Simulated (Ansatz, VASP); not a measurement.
# One calculation of Rb, two programs

```
Rb
1.0
    -2.89527    2.89527    2.89527
     2.89527   -2.89527    2.89527
     2.89527    2.89527   -2.89527
Rb
1
Direct
  0.00000 0.00000 0.00000
```

Alike in both runs: task single point; functional r2SCAN; dispersion rVV10; k mesh 10 × 10 × 10; occupations gaussian, width 0.1 eV; no spin polarisation.

|  | VASP | Ansatz |
| --- | --- | --- |
| version | VASP 6.6.1 | Ansatz 0.2.0 |
| potentials or method | VASP PAW PBE potentials, release 64 (Rb_sv), cutoff 520 eV | scalar-relativistic, plane waves, PAW |
| valence electrons in the cell | 9 | 9 |

```tsv
	VASP	Ansatz	Ansatz less VASP
gap on the k mesh at the Fermi level (eV)	none	none	-
pressure (GPa)	-0.1	-0.1	-0.01
```

VASP's potentials were made for PBE, not for r2SCAN. A gap of «none» marks a metal or a gap that the smearing closes.
